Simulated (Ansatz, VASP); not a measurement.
# Mg: VASP beside Ansatz

```
CELL_PARAMETERS angstrom
-1.52079 1.52079 1.47650
1.52079 -1.52079 1.47650
1.52079 1.52079 -1.47650
ATOMIC_POSITIONS crystal
Mg 0.00000 0.00000 0.00000
```

Change from the starting cell: equal xx and yy strain of +3 %, crystal datasets.

Alike in both runs: task electric field gradients; functional PBE; k mesh 16 × 16 × 16; occupations fermi-dirac, width 0.05 eV; no spin polarisation.

|  | VASP | Ansatz |
| --- | --- | --- |
| version | VASP 6.6.1 | Ansatz 0.2.0 |
| potentials or method | VASP PAW PBE potentials, release 64 (Mg), cutoff 520 eV | all-electron PAW with datasets made for the crystal, scalar-relativistic |

```tsv
	VASP	Ansatz	Ansatz less VASP
pressure (GPa)	50.7	50.1	-0.62
traceless stress, the component that is largest in VASP (GPa)	1.35	1.33	-0.022
size of Vzz on the site where it differs most (V/Å²)	1.7	1.9	+0.14
```

Both programs put the cell under a high pressure, so it lies far from rest at this level. Ansatz ran all-electron here, and VASP with PAW potentials. Ansatz's warnings: printed levels off.
